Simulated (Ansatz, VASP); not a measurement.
**One calculation of SiO2, two programs**

```xyz
12
Lattice="4.9860 0.0000 0.0000 0.0000 4.9860 0.0000 0.0000 0.0000 6.9770" Properties=species:S:1:pos:R:3 pbc="T T T"
Si    1.4899    1.4899    0.0000
Si    1.0031    3.9829    1.7443
Si    3.4961    3.4961    3.4885
Si    3.9829    1.0031    5.2328
O     1.2005    0.5071    1.2323
O     1.9859    3.6935    2.9766
O     3.7855    4.4789    4.7208
O     3.0001    1.2925    6.4651
O     3.6935    1.9859    4.0004
O     4.4789    3.7855    2.2562
O     1.2925    3.0001    0.5119
O     0.5071    1.2005    5.7447
```

Alike in both runs: task electric field gradients; functional PBE; k mesh 5 × 5 × 4; occupations fermi-dirac, width 0.02 eV; no spin polarisation.

```csv
,VASP,Ansatz
version,VASP 6.6.1,Ansatz 0.2.0
potentials or method,"VASP PAW PBE potentials, release 64 (Si, O)","plane-wave PAW, scalar-relativistic"
plane-wave cutoff (eV),520,420
valence electrons in the cell,64,64
```

```csv
,VASP,Ansatz,Ansatz less VASP
gap on the k mesh at the Fermi level (eV),5.77,5.77,-0.002
pressure (GPa),6.9,6.7,-0.14
"traceless stress, the component that is largest in VASP (GPa)",0.50,0.52,+0.022
rms of the force components (eV/Å),0.224,0.224,+0.0003
size of Vzz on the site where it differs most (V/Å²),87.6,95.2,+7.58
```

Atom by atom the forces differ by 0.009 eV/Å (rms over components).
